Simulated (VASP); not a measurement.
Runs of VASP 6.6.1 on Ru. The structure is that of space group P6/mmm (No. 191), or close to it. The cells are those of the table. This isn't the form of Ru at room conditions, which is hcp.

| cell | gap on the mesh (eV) | pressure (GPa) |
| --- | --- | --- |
| a = 2.172, b = 2.172, c = 2.026 Å, angles 90.0, 90.0, 120.0°, 1 atom | none | 569.2 |
| a = 2.663, b = 2.663, c = 2.448 Å, angles 90.0, 90.0, 120.0°, 1 atom | none | (a) |
| a = 2.298, b = 2.298, c = 2.138 Å, angles 90.0, 90.0, 120.0°, 1 atom | none | 283.5 |
| a = 2.412, b = 2.412, c = 2.239 Å, angles 90.0, 90.0, 120.0°, 1 atom | none | 137.5 |

Alike in all rows: task single point; level PBE; potentials or basis VASP PAW PBE potentials, release 64 (Ru_sv); no spin polarisation; k mesh 17 × 17 × 15; cutoff (eV) 560; smearing fermi-dirac 0.05 eV.

**Question.** Estimate the missing entries.

**Answer.** (a) -0.3.

Caveats: the cell stands under pressure (at least some runs); atoms lie so close that the PAW spheres overlap strongly, which falsifies energies and pressures (at least some runs).

A k mesh can miss the band edges, and the runs leave out spin-orbit coupling on Ru.

A gap of «none» marks levels without a gap at the run's occupations.
